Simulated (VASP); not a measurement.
A run of VASP 6.6.1:

The input INCAR:

```
SYSTEM = Mg
PREC = Accurate ; ENCUT = 520
EDIFF = 1E-6 ; ISMEAR = 0
SIGMA = 0.1 ; LREAL = Auto
LASPH = .TRUE. ; NELM = 60
ALGO = Normal ; ISIF = 2
LWAVE = .FALSE. ; LCHARG = .FALSE.
LDIPOL = .TRUE. ; IDIPOL = 3
DIPOL = 0.5 0.5 0.500 ; GGA = PE
IBRION = 2 ; NSW = 90
EDIFFG = -0.03
```

Contents of KPOINTS:

```
Automatic mesh
0
G
  4 4 1
  0 0 0
```

The input POSCAR:

```
Mg
1.0
    6.4169352694      0.0000000000      0.0000000000
   -3.2084676347      5.5572289578      0.0000000000
    0.0000000000      0.0000000000     23.7163319389
Mg
16
Selective dynamics
Direct
    0.3333333333      0.1666666667      0.3373202914  F F F
    0.3333333333      0.6666666667      0.3373202914  F F F
    0.8333333333      0.1666666667      0.3373202914  F F F
    0.8333333333      0.6666666667      0.3373202914  F F F
    0.1666666667      0.3333333333      0.4457734305  F F F
    0.1666666667      0.8333333333      0.4457734305  F F F
    0.6666666667      0.3333333333      0.4457734305  F F F
    0.6666666667      0.8333333333      0.4457734305  F F F
    0.3333333333      0.1666666667      0.5542265695  T T T
    0.3333333333      0.6666666667      0.5542265695  T T T
    0.8333333333      0.1666666667      0.5542265695  T T T
    0.8333333333      0.6666666667      0.5542265695  T T T
    0.1666666667      0.3333333333      0.6626797086  T T T
    0.1666666667      0.8333333333      0.6626797086  T T T
    0.6666666667      0.3333333333      0.6626797086  T T T
    0.6666666667      0.8333333333      0.6626797086  T T T
```

Potentials or basis: VASP PAW PBE potentials, release 64 (Mg).

Run with:

```sh
$ cat potpaw_PBE.64/Mg/POTCAR > POTCAR
$ mpirun -np 1 vasp_std > vasp.out
```

Hardware: 1 thread of Intel(R) Xeon(R) Platinum 8375C CPU @ 2.90GHz (Ice Lake), on a shared host.

Problem. Estimate the wall time of this run.

Solution. Run time: 4.3 min on 1 thread of Intel(R) Xeon(R) Platinum 8375C CPU @ 2.90GHz (Ice Lake), on a shared host, peak memory 0.72 GiB. Counts: scf iterations 21, k points 4, ion steps 1.
